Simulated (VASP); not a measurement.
# W3O in VASP: notebook

The runs below take W3O through single point, with LDA.

All numbers are computed with VASP 6.6.1; they aren't measurements. Logs are shortened: lines on timing, memory, paths and dates and some standing lists are left out, and cuts for length are marked.

### Step 1. The cell of the first run

The cell holds a slab with vacuum, 4 atoms: a = 2.809 Å, b = 2.809 Å, c = 20.857 Å, α = 90.00°, β = 90.00°, γ = 90.00°.

### Step 2. Single point, LDA, collinear spin, ferromagnetic start

File INCAR:

```
PREC = Accurate
ENCUT = 520
EDIFF = 1E-6
ISMEAR = 0
SIGMA = 0.1
LREAL = F
LASPH = T
NELM = 200
ALGO = Normal
ISIF = 2
LWAVE = F
LCHARG = F
ISPIN = 2
MAGMOM = 0 0 0 2
LORBIT = 11
LMAXMIX = 4
LDIPOL = T
IDIPOL = 3
DIPOL = 0.5 0.5 0.326
NBANDS = 36
GGA_COMPAT = F
NELMDL = -8
```

File KPOINTS:

```
regular mesh
0
Gamma
  9 9 1
```

File POSCAR:

```
W3O
1.0
    2.8093052380      0.0000000000      0.0000000000
    0.0000000000      2.8093052380      0.0000000000
    0.0000000000      0.0000000000     20.8572597453
W O
3 1
Direct
    0.5000000000      0.5000000000      0.1917797471
    0.0000000000      0.0000000000      0.2842447870
    0.5000000000      0.5000000000      0.3767158218
    1.0000000000      1.0000000000      0.4510304738
```

Potentials or basis: VASP PAW LDA potentials, release 64 (W_sv, O).

The run is started by

```console
cat potpaw_LDA.64/W_sv/POTCAR potpaw_LDA.64/O/POTCAR > POTCAR
mpirun -np 1 vasp_std > vasp.out
```

OUTCAR:

```text
PREC = Accurate
   ENCUT = 520
   EDIFF = 1E-6
   ISMEAR = 0
   LREAL = F
   LASPH = T
   NELM = 200
   ISIF = 2
   ISPIN = 2
   LORBIT = 11
   NELMDL = -8

 ion  position               nearest neighbor table
   1  0.500  0.500  0.192-   2 2.77   2 2.77   2 2.77   2 2.77
   2  0.000  0.000  0.284-   1 2.77   1 2.77   1 2.77   1 2.77   3 2.77   3 2.77   3 2.77   3 2.77

   3  0.500  0.500  0.377-   4 2.52   4 2.52   4 2.52   4 2.52   2 2.77   2 2.77   2 2.77   2 2.77

   4  0.000  0.000  0.451-   3 2.52   3 2.52   3 2.52   3 2.52

  LATTYP: Found a simple tetragonal cell.
 ALAT       =     2.8093052380
 C/A-ratio  =     7.4243480072

  Lattice vectors:

 A1 = (   2.8093052380,   0.0000000000,   0.0000000000)
 A2 = (   0.0000000000,   2.8093052380,   0.0000000000)
 A3 = (   0.0000000000,   0.0000000000,  20.8572597453)

Analysis of symmetry for initial positions (statically):
=====================================================================
 Subroutine PRICEL returns:
 Original cell was already a primitive cell.

 Routine SETGRP: Setting up the symmetry group for a
 simple tetragonal supercell.

 Subroutine GETGRP returns: Found  8 space group operations
 (whereof  8 operations were pure point group operations)
 out of a pool of 16 trial point group operations.

The static configuration has the point symmetry C_4v.

Analysis of symmetry for dynamics (positions and initial velocities):
=====================================================================
 Subroutine PRICEL returns:
 Original cell was already a primitive cell.

 Routine SETGRP: Setting up the symmetry group for a
 simple tetragonal supercell.

 Subroutine GETGRP returns: Found  8 space group operations
 (whereof  8 operations were pure point group operations)
 out of a pool of 16 trial point group operations.

The dynamic configuration has the point symmetry C_4v.

Analysis of structural, dynamic, and magnetic symmetry:
=====================================================================
 Subroutine PRICEL returns:
 Original cell was already a primitive cell.

 Routine SETGRP: Setting up the symmetry group for a
 simple tetragonal supercell.

 Subroutine GETGRP returns: Found  8 space group operations
 (whereof  8 operations were pure point group operations)
 out of a pool of 16 trial point group operations.

The overall configuration has the point symmetry C_4v.

 Subroutine INISYM returns: Found  8 space group operations
 (whereof  8 operations are pure point group operations),
 and found     1 'primitive' translations

----------------------------------------------------------------------------------------

                                     Primitive cell

  volume of cell :     164.6096

  direct lattice vectors                    reciprocal lattice vectors
     2.809305238  0.000000000  0.000000000     0.355959896  0.000000000  0.000000000
     0.000000000  2.809305238  0.000000000     0.000000000  0.355959896  0.000000000
     0.000000000  0.000000000 20.857259745     0.000000000  0.000000000  0.047944937

  length of vectors
     2.809305238  2.809305238 20.857259745     0.355959896  0.355959896  0.047944937

  position of ions in fractional coordinates (direct lattice)
     0.500000000  0.500000000  0.191779747
     0.000000000  0.000000000  0.284244787
     0.500000000  0.500000000  0.376715822
     0.000000000  0.000000000  0.451030474

  ion indices of the primitive-cell ions
   primitive index   ion index
                 1           1
                 2           2
                 3           3
                 4           4

----------------------------------------------------------------------------------------

 KPOINTS: regular mesh

Automatic generation of k-mesh.
 Grid dimensions read from file:
[... 27 lines left out ...]
  0.111111  0.111111  0.000000      4.000000
  0.222222  0.111111  0.000000      8.000000
  0.333333  0.111111  0.000000      8.000000
  0.444444  0.111111  0.000000      8.000000
  0.222222  0.222222  0.000000      4.000000
  0.333333  0.222222  0.000000      8.000000
  0.444444  0.222222  0.000000      8.000000
  0.333333  0.333333  0.000000      4.000000
  0.444444  0.333333  0.000000      8.000000
  0.444444  0.444444  0.000000      4.000000
   k-points           NKPTS =     15   k-points in BZ     NKDIM =     15   number of bands    NBANDS=     36
   number of dos      NEDOS =    301   number of ions     NIONS =      4
   total plane-waves  NPLWV =  92160
   dimension x,y,z NGX =    24 NGY =   24 NGZ =  160
   dimension x,y,z NGXF=    48 NGYF=   48 NGZF=  320
   ions per type =               3   1
   NGX,Y,Z   is equivalent  to a cutoff of  14.20, 14.20, 12.75 a.u.
   NGXF,Y,Z  is equivalent  to a cutoff of  28.40, 28.40, 25.51 a.u.
 SYSTEM =  unknown system
   PREC   = accura    normal or accurate (medium, high low for compatibility)
   ISTART =      0    job   : 0-new  1-cont  2-samecut
   ICHARG =      2    charge: 1-file 2-atom 10-const
   ISPIN  =      2    spin polarized calculation?
   LNONCOLLINEAR =      F non collinear calculations
   LSORBIT =      F    spin-orbit coupling
   LASPH  =      T    aspherical Exc in radial PAW
   ENCUT  =  520.0 eV  38.22 Ry    6.18 a.u.   5.22  5.22 38.78*2*pi/ulx,y,z
   NELM   =    200;   NELMIN=  2; NELMDL= -8     # of ELM steps
   EDIFF  = 0.1E-05   stopping-criterion for ELM
   LREAL  =      F    real-space projection
   EDIFFG = 0.1E-04   stopping-criterion for IOM
   NSW    =      0    number of steps for IOM
   IBRION =     -1    ionic relax: 0-MD 1-quasi-New 2-CG
   NFREE  =      0    steps in history (QN), initial steepest desc. (CG)
   ISIF   =      2    stress and relaxation
   ISYM   =      2    0-nonsym 1-usesym 2-fastsym
   POTIM  = 0.5000    time-step for ionic-motion
   TEBEG  =    0.0;   TEEND  =   0.0 temperature during run
   PSTRESS=    0.0 pullay stress
   NELECT =      48.0000    total number of electrons
   NUPDOWN=      -1.0000    fix difference up-down
   EMIN   =  10.00;   EMAX   =-10.00  energy-range for DOS
   EFERMI =   0.00;   METHOD = LEGACY
   ISMEAR =     0;   SIGMA  =   0.10  broadening in eV -4-tet -1-fermi 0-gaus
   EFERMI_NEDOS =   21; number of points for ismear=-14 and -15
   IALGO  =     38    algorithm
   IMIX   =      4    mixing-type and parameters
     AMIX     =   0.40;   BMIX     =  1.00
     AMIX_MAG =   1.60;   BMIX_MAG =  1.00
  volume/ion in A,a.u.               =      41.15       277.71
  Fermi-wavevector in a.u.,A,eV,Ry     =   1.085601  2.051488 16.034866  1.178529
  Thomas-Fermi vector in A             =   2.221718
   LORBIT       =     11    0 simple, 1 ext, 2 COOP (PROOUT), +10 PAW based schemes
   GGA     = CA    functional components
   LHFCALC =     F    Hartree Fock is set to
   AEXX    =    0.0000 exact exchange contribution
   IVDW    =     0    specifies the selected vdW correction
   LEPSILON=     F    determine dielectric tensor
   LRPA    =     F    only Hartree local field effects (RPA)
 spin polarized calculation
 Gauss-broadening in eV      SIGMA  =   0.10
  energy-cutoff  :      520.00
  volume of cell :      164.61
 maximum number of plane-waves:      4485
 NGX is ok and might be reduce to    24
   NGX = 11   NGY = 11   NGZ = 77

 dipolmoment           0.000000      0.000000     -0.008438 electrons x Angstroem

 number of electron      48.0000008 magnetization       0.5922408

 dipolmoment           0.000000      0.000000      0.151102 electrons x Angstroem

 Free energy of the ion-electron system (eV)
  ---------------------------------------------------
  ext. energy  EPLUGINS =         0.00000000
  ---------------------------------------------------
  free energy    TOTEN  =       -44.63746383 eV

  energy without entropy =      -44.59625338  energy(sigma->0) =      -44.61685861

 E-fermi :  -1.0964     XC(G=0):  -5.5047

 val. band max:       -1.0964574158   @ k =   0.1111   0.0000   0.0000
 cond. band min:      -1.0913314161   @ k =   0.3333   0.2222   0.0000
 fundamental gap:      0.0051259997
 Fermi energy:        -1.0964497155

 spin component 1

 k-point     1 :       0.0000    0.0000    0.0000
  band No.  band energies     occupation
      1     -74.9642      1.00000
      2     -74.4113      1.00000
      3     -74.0678      1.00000
      4     -39.5723      1.00000
      5     -39.1524      1.00000
      6     -39.0374      1.00000
[... 574 lines left out ...]
     35       8.2810      0.00000
     36       9.2450      0.00000
 Fermi energy:        -1.0964497155

 spin component 2

 k-point     1 :       0.0000    0.0000    0.0000
  band No.  band energies     occupation
      1     -74.9459      1.00000
      2     -74.3655      1.00000
      3     -74.0166      1.00000
      4     -39.5517      1.00000
      5     -39.1019      1.00000
      6     -39.0032      1.00000
[... 574 lines left out ...]
     35       8.3281      0.00000
     36       9.2849      0.00000

------------------------ aborting loop because EDIFF is reached ----------------------------------------

 vacuum level on the upper side and lower side of the slab       (xc-potential included)         1.680        -1.698

  FORCE on cell =-STRESS in cart. coord.  units (eV):
  Direction    XX          YY          ZZ          XY          YZ          ZX
  --------------------------------------------------------------------------------------
  -------------------------------------------------------------------------------------
  Total       -8.2149310     -8.2149310     -4.5866340      0.0000000      0.0000000      0.0000000
  in kB      -79.9575343    -79.9575343    -44.6426083      0.0000000      0.0000000      0.0000000
  external PRESSURE =     -68.1858923 kB  Pullay stress =       0.0000000 kB

 VOLUME and BASIS-vectors are now :
 -----------------------------------------------------------------------------
  energy-cutoff  :      520.00
  volume of cell :      164.61
      direct lattice vectors                 reciprocal lattice vectors
     2.809305238  0.000000000  0.000000000     0.355959896  0.000000000  0.000000000
     0.000000000  2.809305238  0.000000000     0.000000000  0.355959896  0.000000000
     0.000000000  0.000000000 20.857259745     0.000000000  0.000000000  0.047944937

 POSITION                                       TOTAL-FORCE (eV/Angst)
 -----------------------------------------------------------------------------------
      1.40465      1.40465      4.00000         0.000000      0.000000     -0.397363
      0.00000      0.00000      5.92857         0.000000      0.000000     -0.686818
      1.40465      1.40465      7.85726         0.000000     -0.000000      5.869294
      0.00000      0.00000      9.40726         0.000000      0.000000     -4.785113
 -----------------------------------------------------------------------------------
    total drift:                                0.000000      0.000000      0.000951

  FREE ENERGIE OF THE ION-ELECTRON SYSTEM (eV)
  ---------------------------------------------------
  free  energy   TOTEN  =       -44.6374638348 eV

  energy  without entropy=      -44.5962533804  energy(sigma->0) =      -44.61685861

 vacuum level on the upper side and lower side of the slab         7.214         3.761

 total charge

# of ion       s       p       d       tot
------------------------------------------
    1        2.418   6.171   3.433  12.022
    2        2.418   6.357   3.456  12.231
    3        2.374   6.254   3.229  11.856
    4        1.594   3.122   0.000   4.716
--------------------------------------------------
tot          8.804  21.903  10.117  40.825

 magnetization (x)

# of ion       s       p       d       tot
------------------------------------------
    1        0.002   0.004   0.105   0.111
    2        0.001   0.009   0.118   0.128
    3       -0.001  -0.001   0.042   0.040
    4        0.001   0.203   0.000   0.204
--------------------------------------------------
tot          0.003   0.215   0.265   0.483
```

Wall time 13 min (1 thread of Oxide Virtual Turin-like, shared host); peak memory 0.3 GiB.

What came out:

```
Free energy                                           : -44.6375 eV
Largest force                                         : 5.869 eV/Å
Net moment                                            : 0.59 μB per cell
Site moments                                          : W +0.11, +0.13, +0.04; O +0.20 μB
Valence electrons inside the program's atomic spheres : W 12.02, 12.23, 11.86; O 4.72
```

Forces on the atoms (eV/Å):
```
W    0.000  0.000 -0.397
W    0.000  0.000 -0.687
W    0.000  0.000  5.869
O    0.000  0.000 -4.785
```

Caveat: a moment this small can come from the mesh or the smearing; spin-orbit coupling is left out, which moves the levels of the heavy elements.

### Step 3. Single point, LDA, collinear spin, ferromagnetic start

File INCAR:

```
SYSTEM = W3O
PREC     = Accurate       ! precision mode
ENCUT    = 520            ! plane-wave cutoff, eV
EDIFF    = 1E-6           ! SCF threshold, eV
ISMEAR   = 0              ! smearing method
SIGMA    = 0.1            ! smearing width, eV
LREAL    = .FALSE.        ! projectors in reciprocal space
LASPH    = .TRUE.         ! aspherical terms in the spheres
NELM     = 200            ! most SCF steps
ALGO     = Normal         ! electronic algorithm
ISIF     = 2              ! what is computed and relaxed
LWAVE    = .FALSE.        ! write WAVECAR
LCHARG   = .FALSE.        ! write CHGCAR
ISPIN    = 2              ! spin polarisation
MAGMOM   = 0 0 0 2        ! initial moments
LORBIT   = 11             ! projections on sites
LMAXMIX  = 4              ! l up to which the mixer works
LDIPOL   = .TRUE.       
IDIPOL   = 3            
DIPOL    = 0.5 0.5 0.336
NBANDS   = 36             ! bands
GGA_COMPAT= .FALSE.      
NELMDL   = -8
```

File KPOINTS:

```
Automatic mesh
0
G
  9 9 1
  0 0 0
```

Edit POSCAR of step 2 so:

```diff
@@ -11,2 +11,2 @@
     0.5000000000      0.5000000000      0.3767158218
-    1.0000000000      1.0000000000      0.4510304738
+    1.0000000000      1.0000000000      0.4932220182
```

Potentials or basis: VASP PAW LDA potentials, release 64 (W_sv, O).

The run is started by

```console
cat potpaw_LDA.64/W_sv/POTCAR potpaw_LDA.64/O/POTCAR > POTCAR
mpirun -np 1 vasp_std > vasp.out
```

Run time: 10 min. Hardware: 1 thread of Oxide Virtual Turin-like, shared host; peak memory 0.31 GiB.

It converged, with:

- Free energy: -41.1633 eV
- Largest force: 2.523 eV/Å
- Net moment: 1.16 μB per cell
- Site moments: W -0.03, -0.01, -0.10; O +1.14 μB
- Valence electrons inside the program's atomic spheres: W 12.02, 12.22, 11.93; O 4.56

Forces on the atoms (eV/Å):
```
W    0.000  0.000  0.057
W    0.000  0.000  0.138
W    0.000  0.000  2.328
O    0.000  0.000 -2.523
```

Levels at points of the mesh, in eV from the Fermi level:
Spin up:
```
           k point  band 23  band 24  band 25  band 26  band 27  band 28
(0.00, 0.00, 0.00)    -0.78    -0.07    -0.07     1.05     1.89     1.89
```
Spin down:
```tsv
k point	band 21	band 22	band 23	band 24	band 25	band 26	band 27	band 28
(0.00, 0.00, 0.00)	-0.76	-0.13	-0.13	1.02	1.02	1.26	1.90	1.90
```

Caveat: spin-orbit coupling is left out, which moves the levels of the heavy elements.

### Step 4. Single point, LDA, collinear spin, ferromagnetic start

File INCAR:

```
  PREC = Accurate
  ENCUT = 520
  EDIFF = 1E-6
  ISMEAR = 0
  SIGMA = 0.1
  LREAL = False
  LASPH = True
  NELM = 200
  ALGO = Normal
  ISIF = 2
  LWAVE = False
  LCHARG = True
  ISPIN = 2
  MAGMOM = 0 0 0 2
  LORBIT = 11
  LMAXMIX = 4
  LDIPOL = True
  IDIPOL = 3
  DIPOL = 0.5 0.5 0.347
  GGA = CA
  LELF = True
  LVHAR = True
  LVACPOTAV = True
  NBANDS = 36
  GGA_COMPAT = False
  NELMDL = -8
```

File KPOINTS:

```
Automatic mesh
0
Gamma
  9 9 1
```

Edit POSCAR of step 3 so:

```diff
@@ -11,2 +11,2 @@
     0.5000000000      0.5000000000      0.3767158218
-    1.0000000000      1.0000000000      0.4932220182
+    1.0000000000      1.0000000000      0.5363724613
```

The run is started by

```console
cat potpaw_LDA.64/W_sv/POTCAR potpaw_LDA.64/O/POTCAR > POTCAR
mpirun -np 1 vasp_std > vasp.out
```

Wall time 22 min (1 thread of Oxide Virtual Turin-like, shared host); peak memory 0.3 GiB.

It converged, with:

| Property | Result |
| --- | --- |
| Free energy | -39.2229 eV |
| Largest force | 0.969 eV/Å |
| Band gap on the k mesh | zero (filled and empty bands overlap) |
| Net moment | 0.00 μB per cell |
| Site moments | W -0.03, -0.01, -0.07; O +0.13 μB |
| Valence electrons inside the program's atomic spheres | W 12.01, 12.22, 11.99; O 4.51 |

Forces on the atoms (eV/Å):
```
W    0.000  0.000 -0.137
W    0.000  0.000  0.381
W    0.000  0.000  0.725
O    0.000  0.000 -0.969
```

Levels at points of the mesh, in eV from the Fermi level:
Spin up:
```
           k point  band 20  band 21  band 22  band 23  band 24  band 25  band 26  band 27  band 28  band 29
(0.00, 0.00, 0.00)    -1.19    -0.68    -0.09    -0.09     0.15     0.15     0.64     1.91     1.91     1.96
```
Spin down:
```tsv
k point	band 20	band 21	band 22	band 23	band 24	band 25	band 26	band 27	band 28	band 29
(0.00, 0.00, 0.00)	-1.22	-0.72	-0.11	-0.11	0.54	0.71	0.71	1.88	1.88	1.94
```

Caveat: spin-orbit coupling is left out, which moves the levels of the heavy elements.

### Step 5. The runs side by side

| cell | gap on the mesh (eV) | moment (μB) | largest force (eV/Å) |
| --- | --- | --- | --- |
| as given, atomic positions A | none | 0.59 | 5.87 |
| as given, atomic positions B | none | 1.16 | 2.52 |
| as given, atomic positions C | none | 0.00 | 0.97 |

Alike in all rows: task single point; level LDA; potentials or basis VASP PAW LDA potentials, release 64 (W_sv, O); spin collinear, ferromagnetic start; k mesh 9 × 9 × 1; cutoff (eV) 520; smearing gaussian 0.1 eV.

Caveats: spin-orbit coupling is left out, which moves the levels of the heavy elements; a moment this small can come from the mesh or the smearing (at least some runs).

Total energies depend on the potentials used, so only differences within one code and one set of settings carry meaning.
